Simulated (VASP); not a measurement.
HfO2:

```
CELL_PARAMETERS angstrom
5.21946 0.00000 0.00000
0.00000 5.00476 0.00000
0.00000 0.00000 5.03269
ATOMIC_POSITIONS crystal
Hf 0.96699 0.73252 0.74144
Hf 0.53301 0.73252 0.24144
Hf 0.46699 0.26748 0.74144
Hf 0.03301 0.26748 0.24144
O 0.63213 0.92865 0.87927
O 0.86787 0.92865 0.37927
O 0.23395 0.53988 0.49229
O 0.26605 0.53988 0.99229
O 0.76605 0.46012 0.99229
O 0.73395 0.46012 0.49229
O 0.13213 0.07135 0.87927
O 0.36787 0.07135 0.37927
```

Base run:

```yaml
Program: VASP 6.6.1
Functional: revPBE
Potentials_or_basis: VASP PAW PBE potentials, release 64 (Hf_pv, O)
Cutoff: 520 eV
k_mesh: 4 × 5 × 4
Occupations: fermi-dirac, width 0.05 eV
Spin: no spin polarisation
```

Its results: band gap on the k mesh 4.55 eV (least direct gap 4.77 eV); pressure 10.0 GPa; largest force 0.083 eV/Å.

After a change of settings the same cell gave: band gap on the k mesh 4.53 eV (least direct gap 4.74 eV); pressure 13.9 GPa; largest force 0.117 eV/Å. Which change was it?
A. functional from revPBE to BLYP
B. functional from revPBE to RPBE
C. functional from revPBE to PBEsol
D. k mesh from 4 × 5 × 4 to 5 × 6 × 5

A.

Caveats: the cell stands under pressure; the PAW data sets were made with another functional, which shifts forces and pressure a little; spin-orbit coupling is left out, which moves the levels of the heavy elements.
